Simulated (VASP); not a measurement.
Here is a VASP 6.6.1 calculation.

INCAR

```
PREC = Accurate ; ENCUT = 520
EDIFF = 1E-7 ; ISMEAR = 0
SIGMA = 0.05 ; LREAL = F
LASPH = T ; NELM = 80
ALGO = Normal ; ISIF = 2
LWAVE = F ; LCHARG = T
GGA = CA ; LELF = T
LVHAR = T ; NBANDS = 35
```

KPOINTS

```
Automatic mesh
0
Gamma
  6 6 10
```

POSCAR

```
SnO2
1.0
    4.9595277989      0.0000000000      0.0000000000
    0.0000000000      4.9600539881      0.0000000000
    0.0000000000      0.0000000000      3.3505524136
Sn O
2 4
Direct
    0.5000000000      0.5000000000      0.5000000000
    0.0000000000      0.0000000000      0.0000000000
    0.3103662943      0.3103744708      0.0000000000
    0.8103662943      0.1896255292      0.5000000000
    0.1896337057      0.8103744708      0.5000000000
    0.6896337057      0.6896255292      0.0000000000
```

Potentials or basis: VASP PAW LDA potentials, release 64 (Sn_d, O).

The run is started by

```sh
$ cat potpaw_LDA.64/Sn_d/POTCAR potpaw_LDA.64/O/POTCAR > POTCAR
$ mpirun -np 1 vasp_std > vasp.out
```

Q: What does it give for the pressure?

A: -20.8 GPa.

Q: What does it give for the band gap on the k mesh?

A: 0.07 eV (least direct gap 0.27 eV).

Stress tensor (GPa, compression positive):
```
-18.55   0.00   0.00
  0.00 -18.55   0.00
  0.00   0.00 -25.40
```

Caveat: the stress differs along the axes, from -25 to -19 GPa; semilocal functionals underestimate gaps, and a narrow one can read as zero; spin-orbit coupling is left out, which moves the levels of the heavy elements. A k mesh can miss the band edges.
